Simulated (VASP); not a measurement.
# Ag: single point with PBEsol

The system is Ag.

```
Ag
1.0
     3.22511    0.00000    0.00000
     0.00000    3.22511    0.00000
     0.19351    0.00000    3.22511
Ag
2
Direct
  0.00000 0.00000 0.00000
  0.50000 0.50000 0.50000
```

This cell differs from its parent crystal: shear of c along a, cell held: +6.0 %.

- Program: VASP 6.6.1
- Task: single point
- Functional: PBEsol
- Potentials or basis: VASP PAW PBE potentials, release 64 (Ag)
- Cutoff: 520 eV
- k mesh: 16 × 16 × 16
- Occupations: gaussian, width 0.1 eV
- Spin: no spin polarisation
- Dipole correction: no
- Further INCAR settings: ALGO = Fast; EDIFF = 1e-07; NBANDS = 18

```yaml
Pressure: 0.1 GPa
Band_gap_on_the_k_mesh: zero (band 11 reaches 13.93 eV, above the bottom of band 12 at 6.55 eV)
```

Stress tensor (GPa, compression positive):
```
-0.24  0.00 -3.99
 0.00  0.40  0.00
-3.99  0.00  0.25
```

Levels at points of the mesh, in eV from the Fermi level:
```csv
k point,band 7,band 8,band 9,band 10,band 11,band 12,band 13,band 14,band 15,band 16
"(0.00, 0.00, 0.00)",-3.60,-3.57,-3.02,-2.82,-2.60,6.81,6.87,6.97,13.06,13.66
"(0.50, 0.00, 0.00)",-4.49,-4.49,-3.96,-3.96,-1.93,-1.93,12.75,12.75,13.26,13.26
"(0.00, 0.50, 0.00)",-4.43,-4.43,-3.97,-3.97,-1.94,-1.94,13.13,13.13,13.40,13.40
"(0.50, 0.50, 0.00)",-3.48,-3.48,-2.56,-2.56,-0.19,-0.19,4.23,4.23,12.94,12.94
"(0.00, 0.00, 0.50)",-4.48,-4.48,-3.95,-3.95,-1.95,-1.95,12.79,12.79,13.24,13.24
"(0.50, 0.00, 0.50)",-3.56,-3.33,-2.68,-2.42,-0.56,0.19,3.56,4.88,13.00,13.71
"(0.00, 0.50, 0.50)",-3.48,-3.48,-2.57,-2.57,-0.21,-0.21,4.22,4.22,12.97,12.97
"(0.50, 0.50, 0.50)",-3.46,-3.46,-3.45,-3.45,5.43,5.43,6.04,6.04,6.76,6.76
```

Run time: 3.1 min on 1 thread of Intel(R) Xeon(R) 6975P-C (Granite Rapids) (shared host), peak memory 0.62 GiB.

Caveat: the cell differs from its parent crystal (shear of c along a, cell held: +6.0 %); the PAW data sets were made with another functional, which shifts forces and pressure a little.
